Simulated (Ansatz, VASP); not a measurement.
## One calculation of MoS2, two programs

```xyz
6
Lattice="3.1845 0.0000 0.0000 -1.5923 2.7579 0.0000 0.0000 0.0000 21.6705" Properties=species:S:1:pos:R:3 pbc="T T T"
Mo    0.0000    1.8386   18.4451
Mo    1.5923    0.9193    3.2254
S     1.5923    0.9193   16.8949
S     0.0000    1.8386    1.6741
S     1.5923    0.9193   19.9965
S     0.0000    1.8386    4.7756
```

Alike in both runs: task single point; functional PBEsol; k mesh 6 × 6 × 2; occupations fermi-dirac, width 0.03 eV; no spin polarisation.

```csv
,VASP,Ansatz
version,VASP 6.6.1,Ansatz 0.2.0
potentials or method,"VASP PAW PBE potentials, release 64 (Mo_sv, S), cutoff 520 eV","all-electron LAPW, scalar-relativistic"
```

|  | VASP | Ansatz | Ansatz less VASP |
| --- | --- | --- | --- |
| gap on the k mesh at the Fermi level (eV) | 1.25 | 1.24 | -0.011 |
| least direct gap on the mesh (eV) | 1.64 | 1.63 | -0.003 |
| rms of the force components (eV/Å) | 0.056 | 0.056 | +0.0008 |

VASP's potentials were made for PBE, not for PBEsol. Atom by atom the forces differ by 0.001 eV/Å (rms over components). Ansatz ran all-electron here, and VASP with PAW potentials.
